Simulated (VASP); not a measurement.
# Si36C35 (a cell with a defect) in VASP: relaxation of the atoms with PBE

Aim: the relaxation of the atoms of Si36C35 (a cell with a defect) with PBE.

Program: VASP 6.6.1. These are calculated values, not measurements. Logs are shortened: lines on timing, memory, paths and dates and some standing lists are left out, and cuts for length are marked.

**1. The cell of the first run**

The cell holds a defect, 71 atoms: a = 9.276 Å, b = 9.276 Å, c = 10.149 Å, α = 90.00°, β = 90.00°, γ = 120.00°.

**2. Relaxation of the atoms, PBE, collinear spin (atoms taken out)**

The input, INCAR:

```
PREC = Accurate ; ENCUT = 520
EDIFF = 1E-7 ; ISMEAR = 0
SIGMA = 0.01 ; LREAL = Auto
LASPH = T ; NELM = 150
ALGO = Normal ; ISIF = 2
LWAVE = F ; LCHARG = F
ISPIN = 2 ; MAGMOM = 0.25 0 0 0 0 0 0 0 0 0 0 0 0 0 0 0 0 0 0.25 0 0.25 0 0 0 0 0 0 0 0 0 0.25 0 0 0 0 0 0 0 0 0 0 0 0 0 0 0 0 0 0 0 0 0 0 0 0 0 0 0 0 0 0 0 0 0 0 0 0 0 0 0 0
LORBIT = 11 ; GGA = PE
IBRION = 2 ; NSW = 65
EDIFFG = -0.025 ; NELECT = 283.0
LUSENCCL = F
```

The input, KPOINTS:

```
Automatic mesh
0
Gamma
  1 1 1
```

The input, POSCAR:

```
Si36C35
1.0
    4.6379047741     -8.0330867095      0.0000000000
   -9.2758095483      0.0000000000      0.0000000000
    0.0000000000      0.0000000000    -10.1485845858
Si C
36 35
Direct
    0.4444444444      0.5555555556      0.2496012037
    0.4444444444      0.5555555556      0.7488841727
    0.1127283026      0.5549798431      0.2526903636
    0.1104210185      0.5562948001      0.7495361025
    0.7755848738      0.5549798431      0.2526903636
    0.7792071150      0.5562948001      0.7495361025
    0.4450201569      0.2244151262      0.2526903636
    0.4437051999      0.2207928850      0.7495361025
    0.1127283026      0.2244151262      0.2526903636
    0.1104210185      0.2207928850      0.7495361025
    0.7777777778      0.2222222222      0.2515132764
    0.7777777778      0.2222222222      0.7497134993
    0.4450201569      0.8872716974      0.2526903636
    0.4437051999      0.8895789815      0.7495361025
    0.1111111111      0.8888888889      0.2511496553
    0.1111111111      0.8888888889      0.7504633560
    0.7755848738      0.8872716974      0.2526903636
    0.7792071150      0.8895789815      0.7495361025
    0.5523096930      0.4476903070     -0.0053863699
    0.5558887498      0.4441112502      0.5026144416
    0.2287139474      0.4476903070     -0.0053863699
    0.2215558338      0.4441112502      0.5026144416
    0.8880345901      0.4427358468     -0.0005828743
    0.8891756367      0.4450179401      0.5002377506
    0.5572641532      0.1119654099     -0.0005828743
    0.5549820599      0.1108243633      0.5002377506
    0.2220514214      0.1107695094      0.0001869448
    0.2220362057      0.1107390780      0.5007940839
    0.8880345901      0.1119654099     -0.0005828743
    0.8891756367      0.1108243633      0.5002377506
    0.5523096930      0.7712860526     -0.0053863699
    0.5558887498      0.7784441662      0.5026144416
    0.2220514214      0.7779485786      0.0001869448
    0.2220362057      0.7779637943      0.5007940839
    0.8892304906      0.7779485786      0.0001869448
    0.8892609220      0.7779637943      0.5007940839
    0.4444444444      0.5555555556      0.5628663967
    0.1158441179      0.5567109072      0.0626336797
    0.1104392635      0.5563823645      0.5624303391
    0.7742001226      0.5567109072      0.0626336797
    0.7792764343      0.5563823645      0.5624303391
    0.4432890928      0.2257998774      0.0626336797
    0.4436176355      0.2207235657      0.5624303391
    0.1158441179      0.2257998774      0.0626336797
    0.1104392635      0.2207235657      0.5624303391
    0.7777777778      0.2222222222      0.0626129587
    0.7777777778      0.2222222222      0.5611215870
    0.4432890928      0.8841558821      0.0626336797
    0.4436176355      0.8895607365      0.5624303391
    0.1111111111      0.8888888889      0.0621226148
    0.1111111111      0.8888888889      0.5620212305
    0.7742001226      0.8841558821      0.0626336797
    0.7792764343      0.8895607365      0.5624303391
    0.5564217787      0.4435782213      0.3168898018
    0.5562472315      0.4437527685      0.8083655433
    0.2204897760      0.4435782213      0.3168898018
    0.2208388704      0.4437527685      0.8083655433
    0.8891633335      0.4449933337      0.3111015845
    0.8886374611      0.4439415889      0.8119470769
    0.5550066663      0.1108366665      0.3111015845
    0.5560584111      0.1113625389      0.8119470769
    0.2222062311      0.1110791288      0.3120887577
    0.2221285728      0.1109238122      0.8123753546
    0.8891633335      0.1108366665      0.3111015845
    0.8886374611      0.1113625389      0.8119470769
    0.5564217787      0.7795102240      0.3168898018
    0.5562472315      0.7791611296      0.8083655433
    0.2222062311      0.7777937689      0.3120887577
    0.2221285728      0.7778714272      0.8123753546
    0.8889208712      0.7777937689      0.3120887577
    0.8890761878      0.7778714272      0.8123753546
```

Potentials or basis: VASP PAW PBE potentials, release 64 (Si, C).

Started as:

```
cat potpaw_PBE.64/Si/POTCAR potpaw_PBE.64/C/POTCAR > POTCAR
mpirun -np 1 vasp_gam > vasp.out
```

OUTCAR:

```text
PREC = Accurate
   ENCUT = 520
   EDIFF = 1E-7
   ISMEAR = 0
   LREAL = Auto
   LASPH = T
   NELM = 150
   ISIF = 2
   ISPIN = 2
   LORBIT = 11
   GGA = PE
   IBRION = 2
   NSW = 65
   EDIFFG = -0.025
   NELECT = 283.0

 ion  position               nearest neighbor table
   1  0.444  0.556  0.250-  56 1.92  66 1.92  54 1.92   3 3.07  13 3.07   9 3.07  17 3.07   5 3.07
                             7 3.07  21 3.11  31 3.11  19 3.11  22 3.13  32 3.13  20 3.13
   2  0.444  0.556  0.749-  37 1.89  57 1.89  67 1.89  55 1.89  21 3.04  31 3.04  19 3.04  22 3.07
                            32 3.07  20 3.07   4 3.10  14 3.10  18 3.10  10 3.10   6 3.10   8 3.10
   3  0.113  0.555  0.253-  56 1.88  68 1.89  58 1.89  38 1.93   9 3.07   1 3.07  13 3.08  24 3.09
                            22 3.09  34 3.09  11 3.10  15 3.10  33 3.13   5 3.13  23 3.14
   4  0.110  0.556  0.750-  57 1.89  69 1.89  59 1.89  39 1.90   6 3.07  22 3.08  16 3.08  21 3.08
                            34 3.09  14 3.09  24 3.09  12 3.09   2 3.10  23 3.10  33 3.11  10 3.11
   5  0.776  0.555  0.253-  54 1.88  70 1.89  58 1.89  40 1.93   7 3.07   1 3.07  17 3.08  24 3.09
                            20 3.09  36 3.09  11 3.10  15 3.10  35 3.13   3 3.13  23 3.14
   6  0.779  0.556  0.750-  55 1.89  71 1.89  59 1.89  41 1.90   4 3.07  20 3.08  16 3.08  19 3.08
                            36 3.09  18 3.09  24 3.09  12 3.09   2 3.10  23 3.10  35 3.11   8 3.11
   7  0.445  0.224  0.253-  54 1.88  62 1.89  60 1.89  42 1.93   5 3.07   1 3.07   9 3.08  26 3.09
                            20 3.09  28 3.09  11 3.10  15 3.10  27 3.13  13 3.13  25 3.14
   8  0.444  0.221  0.750-  55 1.89  63 1.89  61 1.89  43 1.90  14 3.07  20 3.08  16 3.08  19 3.08
                            28 3.09  10 3.09  26 3.09  12 3.09   2 3.10  25 3.10  27 3.11   6 3.11
   9  0.113  0.224  0.253-  56 1.88  62 1.89  64 1.89  44 1.93   3 3.07   1 3.07   7 3.08  30 3.09
[... 88 lines left out ...]
  70  0.889  0.778  0.312-   5 1.89  17 1.89  15 1.89  36 1.92
  71  0.889  0.778  0.812-  18 1.89   6 1.89  16 1.89  35 1.91

  LATTYP: Found a hexagonal cell.
 ALAT       =     9.2758095483
 C/A-ratio  =     1.0940915219

  Lattice vectors:

 A1 = (   4.6379047741,  -8.0330867095,   0.0000000000)
 A2 = (  -9.2758095483,   0.0000000000,   0.0000000000)
 A3 = (   0.0000000000,   0.0000000000, -10.1485845858)

Analysis of symmetry for initial positions (statically):
=====================================================================
 Subroutine PRICEL returns:
 Original cell was already a primitive cell.

 Routine SETGRP: Setting up the symmetry group for a
 hexagonal supercell.

 Subroutine GETGRP returns: Found  6 space group operations
 (whereof  2 operations were pure point group operations)
 out of a pool of 24 trial point group operations.

The static configuration has the point symmetry C_1h.
 The point group associated with its full space group is C_3v.

Analysis of symmetry for dynamics (positions and initial velocities):
=====================================================================
 Subroutine PRICEL returns:
 Original cell was already a primitive cell.

 Routine SETGRP: Setting up the symmetry group for a
 hexagonal supercell.

 Subroutine GETGRP returns: Found  6 space group operations
 (whereof  2 operations were pure point group operations)
 out of a pool of 24 trial point group operations.

The dynamic configuration has the point symmetry C_1h.
 The point group associated with its full space group is C_3v.

Analysis of structural, dynamic, and magnetic symmetry:
=====================================================================
 Subroutine PRICEL returns:
 Original cell was already a primitive cell.

 Routine SETGRP: Setting up the symmetry group for a
 hexagonal supercell.

 Subroutine GETGRP returns: Found  6 space group operations
 (whereof  2 operations were pure point group operations)
 out of a pool of 24 trial point group operations.

The overall configuration has the point symmetry C_1h.
[... 237 lines left out ...]
  Thomas-Fermi vector in A             =   2.316056
   LORBIT       =     11    0 simple, 1 ext, 2 COOP (PROOUT), +10 PAW based schemes
   GGA     = PE    functional components
   LHFCALC =     F    Hartree Fock is set to
   AEXX    =    0.0000 exact exchange contribution
   IVDW    =     0    specifies the selected vdW correction
   LEPSILON=     F    determine dielectric tensor
   LRPA    =     F    only Hartree local field effects (RPA)
 conjugate gradient relaxation of ions
 spin polarized calculation
 Gauss-broadening in eV      SIGMA  =   0.01
  energy-cutoff  :      520.00
  volume of cell :      756.21
 maximum number of plane-waves:     10189
 NGX is ok and might be reduce to    70
   NGX = 35   NGY = 35   NGZ = 37

--------------------------------------- Ionic step        1  -------------------------------------------

 number of electron     283.0000003 magnetization       1.0000000

 Free energy of the ion-electron system (eV)
  ---------------------------------------------------
  ext. energy  EPLUGINS =         0.00000000
  ---------------------------------------------------
  free energy    TOTEN  =      -529.66721567 eV

  energy without entropy =     -529.66721567  energy(sigma->0) =     -529.66721567

------------------------ aborting loop because EDIFF is reached ----------------------------------------

  FORCE on cell =-STRESS in cart. coord.  units (eV):
  Direction    XX          YY          ZZ          XY          YZ          ZX
  --------------------------------------------------------------------------------------
  -------------------------------------------------------------------------------------
  Total       -9.9051502     -9.9051502    -11.5493312     -0.0000000     -0.0000000      0.0000000
  in kB      -20.9861075    -20.9861075    -24.4696447     -0.0000000     -0.0000000      0.0000000
  external PRESSURE =     -22.1472866 kB  Pullay stress =       0.0000000 kB
[... 296 lines left out ...]
  FREE ENERGIE OF THE ION-ELECTRON SYSTEM (eV)
  ---------------------------------------------------
  free  energy   TOTEN  =      -529.8761524125 eV

  energy  without entropy=     -529.8761524125  energy(sigma->0) =     -529.87615241

[... ionic steps 4 to 9 ...]

--------------------------------------- Ionic step       10  -------------------------------------------

 number of electron     283.0000004 magnetization       1.0000000

------------------------ aborting loop because EDIFF is reached ----------------------------------------
[... 205 lines left out ...]
--------------------------------------- Ionic step       12  -------------------------------------------

 number of electron     283.0000004 magnetization       1.0000000

 Free energy of the ion-electron system (eV)
  ---------------------------------------------------
  ext. energy  EPLUGINS =         0.00000000
  ---------------------------------------------------
  free energy    TOTEN  =      -529.94848803 eV

  energy without entropy =     -529.94848803  energy(sigma->0) =     -529.94848803

 E-fermi :   9.5531     XC(G=0): -11.2005

 val. band max:        9.5065379619   @ k =   0.0000   0.0000   0.0000
 cond. band min:      10.1494940752   @ k =   0.0000   0.0000   0.0000
 fundamental gap:      0.6429561133
 Fermi energy:         9.5530891986

 spin component 1

 k-point     1 :       0.0000    0.0000    0.0000
  band No.  band energies     occupation
      1      -7.3688      1.00000
      2      -6.2287      1.00000
      3      -6.1729      1.00000
      4      -5.6104      1.00000
      5      -5.6104      1.00000
      6      -5.5762      1.00000
[... 145 lines left out ...]
    152      11.4520      0.00000
    153      11.7996      0.00000
 Fermi energy:         9.5530891986

 spin component 2

 k-point     1 :       0.0000    0.0000    0.0000
  band No.  band energies     occupation
      1      -7.3577      1.00000
      2      -6.2132      1.00000
      3      -6.1670      1.00000
      4      -5.5967      1.00000
      5      -5.5966      1.00000
      6      -5.5722      1.00000
[... 145 lines left out ...]
    152      11.4835      0.00000
    153      11.8298      0.00000
 [bands above 153 left out]

------------------------ aborting loop because EDIFF is reached ----------------------------------------

  FORCE on cell =-STRESS in cart. coord.  units (eV):
  Direction    XX          YY          ZZ          XY          YZ          ZX
  --------------------------------------------------------------------------------------
  -------------------------------------------------------------------------------------
  Total       -6.9524895     -6.9524895    -10.8545974     -0.0000000      0.0000000      0.0000000
  in kB      -14.7302857    -14.7302857    -22.9977076     -0.0000000      0.0000000      0.0000000
  external PRESSURE =     -17.4860930 kB  Pullay stress =       0.0000000 kB
[... 86 lines left out ...]
  FREE ENERGIE OF THE ION-ELECTRON SYSTEM (eV)
  ---------------------------------------------------
  free  energy   TOTEN  =      -529.9484880333 eV

  energy  without entropy=     -529.9484880333  energy(sigma->0) =     -529.94848803

 reached required accuracy - stopping structural energy minimisation

 total charge

# of ion       s       p       d       tot
------------------------------------------
    1        0.721   0.938   0.000   1.659
    2        0.699   0.954   0.000   1.654
    3        0.694   0.961   0.000   1.655
    4        0.694   0.963   0.000   1.657
    5        0.694   0.961   0.000   1.655
    6        0.694   0.963   0.000   1.657
[... 63 lines left out ...]
   70        0.823   1.722   0.000   2.545
   71        0.823   1.722   0.000   2.545
--------------------------------------------------
tot         54.032  94.274   0.000 148.306

 magnetization (x)

# of ion       s       p       d       tot
------------------------------------------
    1        0.044   0.155   0.000   0.199
    2        0.003   0.000   0.000   0.003
    3        0.000   0.000   0.000   0.000
    4        0.000   0.002   0.000   0.002
    5        0.000   0.000   0.000   0.000
    6        0.000   0.002   0.000   0.002
[... 63 lines left out ...]
   70        0.000   0.002   0.000   0.002
   71        0.000   0.002   0.000   0.002
--------------------------------------------------
tot          0.103   0.309   0.000   0.412
```

It took 14 min on 1 × NVIDIA H100 80GB with 1 thread of AMD EPYC 7R13 (Zen 3), shared host; peak memory 1.8 GiB.

Results:

| Item | Value |
| --- | --- |
| Free energy | -529.9485 eV |
| Energy gained by relaxing | 4.0 meV/atom |
| Ionic steps | 12 |
| Largest force after relaxing | 0.014 eV/Å |
| Net moment | 1.00 μB per cell |
| Site moments | Si +0.20, +0.00, +0.01, -0.00 (each value once); C +0.00, -0.00, +0.02, +0.01 (each value once) μB |
| Valence electrons inside the program's atomic spheres | Si 1.66, 1.65, 1.62, 1.64 (each value once); C 2.55, 2.51, 2.54 (each value once) |

Forces on the atoms (eV/Å):
```
Si   0.000  0.000  0.001
Si   0.000  0.000 -0.013
Si   0.000 -0.004 -0.002
Si  -0.002 -0.003  0.000
Si  -0.004  0.002 -0.002
Si  -0.003  0.000  0.000
Si  -0.004  0.002 -0.002
Si  -0.001  0.003  0.000
Si   0.000 -0.004 -0.002
Si   0.002 -0.003  0.000
Si   0.000  0.000  0.005
Si   0.000  0.000 -0.002
Si   0.004  0.002 -0.002
Si   0.001  0.003  0.000
Si   0.000  0.000  0.012
Si   0.000  0.000  0.005
Si   0.004  0.002 -0.002
Si   0.003  0.000  0.000
Si   0.002 -0.001 -0.002
Si  -0.007  0.004  0.003
Si   0.000  0.003 -0.002
Si   0.000 -0.009  0.003
Si   0.001  0.001 -0.002
Si  -0.004 -0.002 -0.001
Si   0.000 -0.001 -0.002
Si   0.000  0.004 -0.001
Si   0.004  0.002 -0.003
Si  -0.001 -0.001  0.003
Si  -0.001  0.001 -0.002
Si   0.004 -0.002 -0.001
Si  -0.002 -0.001 -0.002
Si   0.007  0.004  0.003
Si  -0.004  0.002 -0.003
Si   0.001 -0.001  0.003
Si   0.000 -0.005 -0.003
Si   0.000  0.001  0.003
C    0.000  0.000 -0.014
C    0.002 -0.002  0.000
C    0.003 -0.001  0.001
C    0.000  0.003  0.000
C    0.000  0.003  0.001
C   -0.003 -0.001  0.000
C   -0.002 -0.002  0.001
C   -0.002 -0.002  0.000
C   -0.003 -0.001  0.001
C    0.000  0.000  0.003
C    0.000  0.000  0.002
C    0.003 -0.001  0.000
C    0.002 -0.002  0.001
C    0.000  0.000  0.007
C    0.000  0.000  0.006
C    0.000  0.003  0.000
C    0.000  0.003  0.001
C   -0.002  0.001 -0.006
C    0.001 -0.001 -0.005
C    0.000 -0.002 -0.006
C    0.000  0.001 -0.005
C   -0.001  0.000  0.001
C   -0.001 -0.001  0.004
C    0.000  0.001  0.001
C    0.000  0.002  0.004
C   -0.001 -0.001  0.002
C   -0.003 -0.002  0.002
C    0.001  0.000  0.001
C    0.001 -0.001  0.004
C    0.002  0.001 -0.006
C   -0.001 -0.001 -0.005
C    0.001 -0.001  0.002
C    0.003 -0.002  0.002
C    0.000  0.001  0.002
C    0.000  0.004  0.002
```

The path:
```
step  energy change (eV)  largest force (eV/Å)  pressure (GPa)
   1              0.0000                1.5630           -2.21
   2             -0.1946                0.5190           -1.90
   3             -0.2089                0.4880           -1.98
   4             -0.2667                0.1820           -1.81
   5             -0.2667                0.1820           -1.82
   6             -0.2783                0.1119           -1.76
   7             -0.2785                0.0892           -1.77
   8             -0.2805                0.0496           -1.75
   9             -0.2806                0.0441           -1.75
  10             -0.2811                0.0282           -1.75
  11             -0.2811                0.0280           -1.75
  12             -0.2813                0.0142           -1.75
```

Final structure:
```
Si C
1.0
     4.63790   -8.03309    0.00000
    -9.27581    0.00000    0.00000
     0.00000    0.00000  -10.14858
Si C
36 35
Direct
  0.44444 0.55556 0.25967
  0.44444 0.55556 0.74888
  0.11159 0.55567 0.25244
  0.11059 0.55647 0.74962
  0.77742 0.55567 0.25244
  0.77922 0.55647 0.74962
  0.44433 0.22258 0.25244
  0.44353 0.22078 0.74962
  0.11159 0.22258 0.25244
  0.11059 0.22078 0.74962
  0.77778 0.22222 0.25145
  0.77778 0.22222 0.74935
  0.44433 0.88841 0.25244
  0.44353 0.88941 0.74962
  0.11111 0.88889 0.25128
  0.11111 0.88889 0.75017
  0.77742 0.88841 0.25244
  0.77922 0.88941 0.74962
  0.55763 0.44237 0.99488
  0.55603 0.44397 0.50250
  0.21807 0.44237 0.99488
  0.22128 0.44397 0.50250
  0.88790 0.44246 0.99901
  0.88890 0.44447 0.50047
  0.55754 0.11210 0.99901
  0.55553 0.11110 0.50047
  0.22175 0.11016 0.99976
  0.22205 0.11076 0.50087
  0.88790 0.11210 0.99901
  0.88890 0.11110 0.50047
  0.55763 0.78193 0.99488
  0.55603 0.77872 0.50250
  0.22175 0.77825 0.99976
  0.22205 0.77795 0.50087
  0.88984 0.77825 0.99976
  0.88924 0.77795 0.50087
  0.44444 0.55556 0.56221
  0.11417 0.55680 0.06280
  0.11081 0.55587 0.56197
  0.77596 0.55680 0.06280
  0.77840 0.55587 0.56197
  0.44320 0.22404 0.06280
  0.44413 0.22160 0.56197
  0.11417 0.22404 0.06280
  0.11081 0.22160 0.56197
  0.77778 0.22222 0.06229
  0.77778 0.22222 0.56124
  0.44320 0.88583 0.06280
  0.44413 0.88919 0.56197
  0.11111 0.88889 0.06211
  0.11111 0.88889 0.56192
  0.77596 0.88583 0.06280
  0.77840 0.88919 0.56197
  0.55635 0.44365 0.31436
  0.55581 0.44419 0.80984
  0.22064 0.44365 0.31436
  0.22171 0.44419 0.80984
  0.88900 0.44466 0.31150
  0.88876 0.44419 0.81164
  0.55534 0.11100 0.31150
  0.55581 0.11124 0.81164
  0.22220 0.11106 0.31199
  0.22214 0.11095 0.81193
  0.88900 0.11100 0.31150
  0.88876 0.11124 0.81164
  0.55635 0.77936 0.31436
  0.55581 0.77829 0.80984
  0.22220 0.77780 0.31199
  0.22214 0.77786 0.81193
  0.88894 0.77780 0.31199
  0.88905 0.77786 0.81193
```

Levels at points of the mesh, in eV from the Fermi level:
Spin up:
```tsv
k point	band 138	band 139	band 140	band 141	band 142	band 143	band 144	band 145	band 146	band 147
(0.00, 0.00, 0.00)	-2.22	-1.81	-1.60	-1.60	-0.05	0.60	0.60	1.17	1.17	1.78
```
Spin down:
```csv
k point,band 139,band 140,band 141,band 142,band 143,band 144
"(0.00, 0.00, 0.00)",-1.75,-1.60,-1.60,0.63,0.65,0.65
```

Caveat: the k points lie up to 0.78 Å⁻¹ apart; the cell carries a net charge on a neutralising background, which shifts energy and pressure; the cell differs from its parent crystal (atoms taken out); the cell is charged against a uniform background, so pressure and absolute levels hang on convention.
